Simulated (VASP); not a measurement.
Write the native input for VASP 6.6.1 that does the following.

| Property | Result |
| --- | --- |
| Task | single point |
| Functional | LDA |
| Potentials or basis | VASP PAW LDA potentials, release 64 (Ba_sv, Ca_sv, O) |
| Cutoff | 520 eV |
| k mesh | 8 × 8 × 8 |
| Occupations | gaussian, width 0.02 eV |
| Spin | no spin polarisation |
| Dipole correction | no |
| Further INCAR settings | ALGO = Normal; EDIFF = 1e-07; NBANDS = 42 |

The structure of Ba3CaO4 lies in POSCAR:

```
Ba3CaO4
1.0
    5.3032548907      0.0000000000      0.0000000000
    0.0000000000      5.3032548907      0.0000000000
    0.0000000000      0.0000000000      5.3032548907
Ba Ca O
3 1 4
Direct
    0.0000000000      0.0000000000      0.5000000000
    0.0000000000      0.5000000000      0.0000000000
    0.5000000000      0.0000000000      0.0000000000
    0.5000000000      0.5000000000      0.5000000000
    0.0000000000      0.0000000000      0.0000000000
    0.5000000000      0.5000000000      0.0000000000
    0.5000000000      0.0000000000      0.5000000000
    0.0000000000      0.5000000000      0.5000000000
```

The input as run:

INCAR

```
PREC = Accurate ; ENCUT = 520
EDIFF = 1E-7 ; ISMEAR = 0
SIGMA = 0.02 ; LREAL = F
LASPH = T ; NELM = 60
ALGO = Normal ; ISIF = 2
LWAVE = F ; LCHARG = F
GGA = CA ; NBANDS = 42
```

KPOINTS

```
Automatic mesh
0
Gamma
  8 8 8
```

Potentials or basis: VASP PAW LDA potentials, release 64 (Ba_sv, Ca_sv, O).

Command:

```bash
$ cat potpaw_LDA.64/Ba_sv/POTCAR potpaw_LDA.64/Ca_sv/POTCAR potpaw_LDA.64/O/POTCAR > POTCAR
$ mpirun -np 1 vasp_std > vasp.out
```

Results of the run:

```
Pressure               : 2.3 GPa
Band gap on the k mesh : 1.63 eV
```

Caveat: spin-orbit coupling is left out, which moves the levels of the heavy elements.

It took 110 s on 1 thread of Intel(R) Xeon(R) 6975P-C (Granite Rapids), on a shared host, peak memory 0.32 GiB.
